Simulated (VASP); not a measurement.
# Ba2PdO3 (Immm) in VASP: single point with LDA+U

Aim: the single point of Ba2PdO3 with LDA+U.

Everything below comes from runs of VASP 6.6.1. Logs are shortened: lines on timing, memory, paths and dates and some standing lists are left out, and cuts for length are marked.

### 1 The cell of the first run

The structure is orthorhombic, space group Immm (No. 71). Conventional cell: a = 3.836 Å, b = 4.080 Å, c = 13.335 Å, α = 90.00°, β = 90.00°, γ = 90.00°. Ba (site symmetry mm2) has 7 O at 2.69 to 2.80 Å and 4 Pd at 3.41 Å within 3.6 Å. Pd (site symmetry mmm) has 4 O at 2.03 to 2.04 Å within 2.7 Å. Within 2.9 Å of O (site symmetry mmm) lie 2 Pd at 2.04 Å and 4 Ba at 2.73 Å and 4 O at 2.87 Å. O (site symmetry mm2) has 1 Pd at 2.03 Å and 5 Ba at 2.69 to 2.80 Å and 2 O at 2.87 Å within 2.9 Å.

### 2 Single point, LDA+U, collinear spin

Input file INCAR:

```
  PREC = Accurate
  ENCUT = 520
  EDIFF = 1E-6
  ISMEAR = 0
  SIGMA = 0.05
  LREAL = F
  LASPH = T
  NELM = 150
  ALGO = Normal
  ISIF = 2
  LWAVE = F
  LCHARG = F
  ISPIN = 2
  MAGMOM = 0 0 2 0 0 0
  LORBIT = 11
  LMAXMIX = 4
  LDAU = T
  LDAUTYPE = 1
  LDAUL = -1 2 -1
  LDAUU = 0 3 0
  LDAUJ = 0 0.5 0
  LDAUPRINT = 1
  NBANDS = 37
  LUSENCCL = F
```

Input file KPOINTS:

```
regular mesh
0
Gamma
  7 7 7
```

Input file POSCAR:

```
Ba2PdO3
1.0
   -1.9181001000      2.0400001100      6.6675003600
    1.9181001000     -2.0400001100      6.6675003600
    1.9181001000      2.0400001100     -6.6675003600
Ba Pd O
2 1 3
Direct
    0.6461000000      0.6461000000      0.0000000000
    0.3539000000      0.3539000000      0.0000000000
    0.0000000000      0.0000000000      0.0000000000
    0.5000000000      0.0000000000      0.5000000000
    0.8481000000      0.8481000000      0.0000000000
    0.1519000000      0.1519000000      0.0000000000
```

Potentials or basis: VASP PAW LDA potentials, release 64 (Ba_sv, Pd, O).

Started as:

```
> cat potpaw_LDA.64/Ba_sv/POTCAR potpaw_LDA.64/Pd/POTCAR potpaw_LDA.64/O/POTCAR > POTCAR
> mpirun -np 1 vasp_std > vasp.out
```

OUTCAR:

```text
PREC = Accurate
   ENCUT = 520
   EDIFF = 1E-6
   ISMEAR = 0
   LREAL = F
   LASPH = T
   NELM = 150
   ISIF = 2
   ISPIN = 2
   LORBIT = 11

 ion  position               nearest neighbor table
   1  0.646  0.646  0.000-   5 2.69   4 2.73   4 2.73   6 2.80   6 2.80   6 2.80   6 2.80   3 3.41
                             3 3.41   3 3.41   3 3.41   2 3.90   2 3.94   2 3.94   2 3.94   2 3.94
   2  0.354  0.354  0.000-   6 2.69   4 2.73   4 2.73   5 2.80   5 2.80   5 2.80   5 2.80   3 3.41
                             3 3.41   3 3.41   3 3.41   1 3.90   1 3.94   1 3.94   1 3.94   1 3.94
   3  0.000  0.000  0.000-   5 2.03   6 2.03   4 2.04   4 2.04   1 3.41   1 3.41   1 3.41   1 3.41
                             2 3.41   2 3.41   2 3.41   2 3.41
   4  0.500  0.000  0.500-   3 2.04   3 2.04   1 2.73   1 2.73   2 2.73   2 2.73
   5  0.848  0.848  0.000-   3 2.03   1 2.69   2 2.80   2 2.80   2 2.80   2 2.80
   6  0.152  0.152  0.000-   3 2.03   2 2.69   1 2.80   1 2.80   1 2.80   1 2.80

  LATTYP: Found a body centered orthorhombic cell.
 ALAT       =     3.8362002000
 B/A-ratio  =     1.0635524757
 C/A-ratio  =     3.4760961433

  Lattice vectors:

 A1 = (  -1.9181001000,   2.0400001100,   6.6675003600)
 A2 = (   1.9181001000,  -2.0400001100,   6.6675003600)
 A3 = (   1.9181001000,   2.0400001100,  -6.6675003600)

Analysis of symmetry for initial positions (statically):
=====================================================================
 Subroutine PRICEL returns:
 Original cell was already a primitive cell.

 Routine SETGRP: Setting up the symmetry group for a
 body centered orthorhombic supercell.

 Subroutine GETGRP returns: Found  8 space group operations
 (whereof  8 operations were pure point group operations)
 out of a pool of  8 trial point group operations.

The static configuration has the point symmetry D_2h.

Analysis of symmetry for dynamics (positions and initial velocities):
=====================================================================
 Subroutine PRICEL returns:
 Original cell was already a primitive cell.

 Routine SETGRP: Setting up the symmetry group for a
 body centered orthorhombic supercell.

 Subroutine GETGRP returns: Found  8 space group operations
 (whereof  8 operations were pure point group operations)
 out of a pool of  8 trial point group operations.

The dynamic configuration has the point symmetry D_2h.

Analysis of structural, dynamic, and magnetic symmetry:
=====================================================================
 Subroutine PRICEL returns:
 Original cell was already a primitive cell.

 Routine SETGRP: Setting up the symmetry group for a
 body centered orthorhombic supercell.

 Subroutine GETGRP returns: Found  8 space group operations
 (whereof  8 operations were pure point group operations)
 out of a pool of  8 trial point group operations.

The overall configuration has the point symmetry D_2h.

 Subroutine INISYM returns: Found  8 space group operations
 (whereof  8 operations are pure point group operations),
 and found     1 'primitive' translations

----------------------------------------------------------------------------------------

                                     Primitive cell

  volume of cell :     104.3577

  direct lattice vectors                    reciprocal lattice vectors
    -1.918100100  2.040000110  6.667500360     0.000000000  0.245098026  0.074990622
     1.918100100 -2.040000110  6.667500360     0.260674612  0.000000000  0.074990622
     1.918100100  2.040000110 -6.667500360     0.260674612  0.245098026  0.000000000

  length of vectors
     7.231615967  7.231615967  7.231615967     0.256313550  0.271246838  0.357804829

  position of ions in fractional coordinates (direct lattice)
     0.646100000  0.646100000  0.000000000
     0.353900000  0.353900000  0.000000000
     0.000000000  0.000000000  0.000000000
     0.500000000  0.000000000  0.500000000
     0.848100000  0.848100000  0.000000000
     0.151900000  0.151900000  0.000000000
[... 104 lines left out ...]
  Thomas-Fermi vector in A             =   2.397052
   LORBIT       =     11    0 simple, 1 ext, 2 COOP (PROOUT), +10 PAW based schemes
 LDA+U is selected, type is set to LDAUTYPE =  1
   angular momentum for each species LDAUL =    -1    2   -1
   U (eV)           for each species LDAUU =   0.0  3.0  0.0
   J (eV)           for each species LDAUJ =   0.0  0.5  0.0
   GGA     = CA    functional components
   LHFCALC =     F    Hartree Fock is set to
   AEXX    =    0.0000 exact exchange contribution
   IVDW    =     0    specifies the selected vdW correction
   LEPSILON=     F    determine dielectric tensor
   LRPA    =     F    only Hartree local field effects (RPA)
 spin polarized calculation
 Gauss-broadening in eV      SIGMA  =   0.05
  energy-cutoff  :      520.00
  volume of cell :      104.36
 maximum number of plane-waves:      2829
 NGX is ok and might be reduce to    54
   NGX = 27   NGY = 27   NGZ = 27

 number of electron      47.9999995 magnetization       0.0008612

atom =   3  type =  2  l = 2

 onsite density matrix

spin component  1

  0.9547  0.0000 -0.0000  0.0000  0.0000
  0.0000  0.9845  0.0000  0.0000  0.0000
 -0.0000  0.0000  0.6332 -0.0000 -0.1292
  0.0000  0.0000 -0.0000  0.9562  0.0000
  0.0000  0.0000 -0.1292  0.0000  0.8093

spin component  2

  0.9547  0.0000 -0.0000  0.0000  0.0000
  0.0000  0.9845  0.0000  0.0000  0.0000
 -0.0000  0.0000  0.6331 -0.0000 -0.1292
  0.0000  0.0000 -0.0000  0.9562  0.0000
  0.0000  0.0000 -0.1292  0.0000  0.8093

 occupancies and eigenvectors

  o =  0.5649  v =  0.0000  0.0000  0.0000  0.0000  0.0000  0.0000 -0.0000  0.8841  0.0000  0.4673      0.0000  0.0000  0.0000  0.0000  0.0000  0.0000  0.0000 -0.0000  0.0000 -0.0000
  o =  0.5649  v =  0.0000 -0.0000  0.8841 -0.0000  0.4673  0.0000  0.0000  0.0000  0.0000  0.0000      0.0000  0.0000 -0.0000  0.0000 -0.0000  0.0000  0.0000  0.0000  0.0000  0.0000
  o =  0.8775  v =  0.0000  0.0000  0.0000  0.0000  0.0000  0.0000  0.0000  0.4673 -0.0000 -0.8841      0.0000  0.0000  0.0000  0.0000  0.0000  0.0000  0.0000  0.0000  0.0000 -0.0000
  o =  0.8775  v =  0.0000  0.0000  0.4673 -0.0000 -0.8841 -0.0000 -0.0000 -0.0000 -0.0000 -0.0000      0.0000  0.0000  0.0000  0.0000  0.0000  0.0000  0.0000  0.0000  0.0000  0.0000
  o =  0.9547  v =  0.0000  0.0000  0.0000  0.0000  0.0000  1.0000  0.0000  0.0000  0.0000  0.0000      0.0000  0.0000  0.0000  0.0000  0.0000  0.0000  0.0000  0.0000  0.0000  0.0000
  o =  0.9547  v =  1.0000  0.0000  0.0000  0.0000  0.0000  0.0000  0.0000  0.0000  0.0000  0.0000      0.0000  0.0000  0.0000  0.0000  0.0000  0.0000  0.0000  0.0000  0.0000  0.0000
  o =  0.9562  v = -0.0000 -0.0000 -0.0000 -0.0000 -0.0000 -0.0000  0.0000  0.0000 -1.0000  0.0000      0.0000  0.0000  0.0000  0.0000  0.0000  0.0000  0.0000  0.0000  0.0000  0.0000
  o =  0.9562  v = -0.0000  0.0000 -0.0000 -1.0000  0.0000 -0.0000 -0.0000 -0.0000 -0.0000 -0.0000      0.0000  0.0000  0.0000  0.0000  0.0000  0.0000  0.0000  0.0000  0.0000  0.0000
  o =  0.9845  v =  0.0000  0.0000  0.0000  0.0000  0.0000  0.0000 -1.0000  0.0000 -0.0000 -0.0000      0.0000  0.0000  0.0000  0.0000  0.0000  0.0000  0.0000  0.0000  0.0000  0.0000
  o =  0.9845  v =  0.0000 -1.0000  0.0000 -0.0000 -0.0000  0.0000  0.0000  0.0000  0.0000  0.0000      0.0000  0.0000  0.0000  0.0000  0.0000  0.0000  0.0000  0.0000  0.0000  0.0000

 number of electron      47.9999995 magnetization      -0.0002670

 Free energy of the ion-electron system (eV)
  ---------------------------------------------------
  ext. energy  EPLUGINS =         0.00000000
  ---------------------------------------------------
  free energy    TOTEN  =       -39.10984673 eV

  energy without entropy =      -39.10984673  energy(sigma->0) =      -39.10984673

 E-fermi :   3.3458     XC(G=0): -10.8335

 val. band max:        3.1604588278   @ k =  -0.4286   0.4286   0.0000
 cond. band min:       3.5164483506   @ k =  -0.4286  -0.4286   0.4286
 fundamental gap:      0.3559895228
 Fermi energy:         3.3457601863

 spin component 1

 k-point     1 :       0.0000    0.0000    0.0000
  band No.  band energies     occupation
      1     -22.8118      1.00000
      2     -22.5804      1.00000
      3     -14.1119      1.00000
      4     -13.0694      1.00000
      5     -12.8744      1.00000
      6      -8.3028      1.00000
[... 1865 lines left out ...]
     35      12.4971      0.00000
     36      12.8683      0.00000

 [... further k-points ...]

 [bands above 36 left out]

------------------------ aborting loop because EDIFF is reached ----------------------------------------

  FORCE on cell =-STRESS in cart. coord.  units (eV):
  Direction    XX          YY          ZZ          XY          YZ          ZX
  --------------------------------------------------------------------------------------
  -------------------------------------------------------------------------------------
  Total       -2.0089660     -3.3287004     -3.1884198      0.0000000      0.0000000      0.0000000
  in kB      -30.8431461    -51.1046946    -48.9510022      0.0000000      0.0000000      0.0000000
  external PRESSURE =     -43.6329476 kB  Pullay stress =       0.0000000 kB

 VOLUME and BASIS-vectors are now :
 -----------------------------------------------------------------------------
  energy-cutoff  :      520.00
  volume of cell :      104.36
      direct lattice vectors                 reciprocal lattice vectors
    -1.918100100  2.040000110  6.667500360     0.000000000  0.245098026  0.074990622
     1.918100100 -2.040000110  6.667500360     0.260674612  0.000000000  0.074990622
     1.918100100  2.040000110 -6.667500360     0.260674612  0.245098026  0.000000000

 POSITION                                       TOTAL-FORCE (eV/Angst)
 -----------------------------------------------------------------------------------
      0.00000      0.00000      8.61574         0.000000      0.000000     -0.183979
      0.00000      0.00000      4.71926        -0.000000      0.000000      0.183979
      0.00000      0.00000      0.00000         0.000000      0.000000      0.000000
      0.00000      2.04000      0.00000         0.000000      0.000000      0.000000
      0.00000      0.00000     11.30941         0.000000      0.000000     -0.042195
      0.00000      0.00000      2.02559         0.000000      0.000000      0.042195
 -----------------------------------------------------------------------------------
    total drift:                                0.000000      0.000000     -0.000000

  FREE ENERGIE OF THE ION-ELECTRON SYSTEM (eV)
  ---------------------------------------------------
  free  energy   TOTEN  =       -39.1098467345 eV

  energy  without entropy=      -39.1098467315  energy(sigma->0) =      -39.10984673

 total charge

# of ion       s       p       d       tot
------------------------------------------
    1        2.009   5.610   0.352   7.971
    2        2.009   5.610   0.352   7.971
    3        0.477   0.567   8.624   9.669
    4        1.535   3.409   0.000   4.944
    5        1.548   3.369   0.000   4.917
    6        1.548   3.369   0.000   4.917
--------------------------------------------------
tot          9.127  21.934   9.328  40.389

 magnetization (x)

# of ion       s       p       d       tot
------------------------------------------
    1        0.000   0.000  -0.000  -0.000
    2        0.000   0.000  -0.000  -0.000
    3       -0.000  -0.000   0.000   0.000
    4        0.000   0.000   0.000   0.000
    5        0.000   0.000   0.000   0.000
    6        0.000   0.000   0.000   0.000
--------------------------------------------------
tot          0.000   0.000   0.000   0.000
```

It took 8 min on 1 × NVIDIA H100 80GB with 1 thread of Intel Xeon Platinum 8481C at 2.70GHz (Sapphire Rapids), shared host; peak memory 1.6 GiB.

Results:

| Item | Value |
| --- | --- |
| Free energy | -39.1098 eV |
| Pressure | -4.4 GPa |
| Largest force | 0.184 eV/Å |
| Band gap on the k mesh | 0.36 eV (least direct gap 0.62 eV) |
| Net moment | 0.00 μB per cell |
| Valence electrons inside the program's atomic spheres | Ba 7.97; Pd 9.67; O 4.94, 4.92 (each value once) |

Forces on the atoms (eV/Å):
```
Ba   0.000  0.000 -0.184
Ba   0.000  0.000  0.184
Pd   0.000  0.000  0.000
O    0.000  0.000  0.000
O    0.000  0.000 -0.042
O    0.000  0.000  0.042
```

Levels at points of the mesh, in eV from the valence-band top:
Spin up:
```
           k point  band 20  band 21  band 22  band 23  band 24  band 25  band 26  band 27  band 28  band 29
(0.00, 0.00, 0.00)    -1.56    -1.34    -1.10    -0.53    -0.36     0.52     2.75     2.86     4.10     5.12
```
Spin down:
| k point | band 21 | band 22 | band 23 | band 24 | band 25 | band 26 | band 27 | band 28 |
| --- | --- | --- | --- | --- | --- | --- | --- | --- |
| (0.00, 0.00, 0.00) | -1.34 | -1.10 | -0.53 | -0.36 | 0.52 | 2.75 | 2.86 | 4.10 |

Eigenvalues of the final occupation matrices:
| site | spin | trace | eigenvalues |
| --- | --- | --- | --- |
| site 3 d | 1 | 4.34 | 0.56 0.88 0.95 0.96 0.98 |
| site 3 d | 2 | 4.34 | 0.56 0.88 0.95 0.96 0.98 |

Caveat: the cell stands under tension; spin-orbit coupling is left out, which moves the levels of the heavy elements; an odd mesh through Γ misses points on the zone boundary, where band edges can lie.
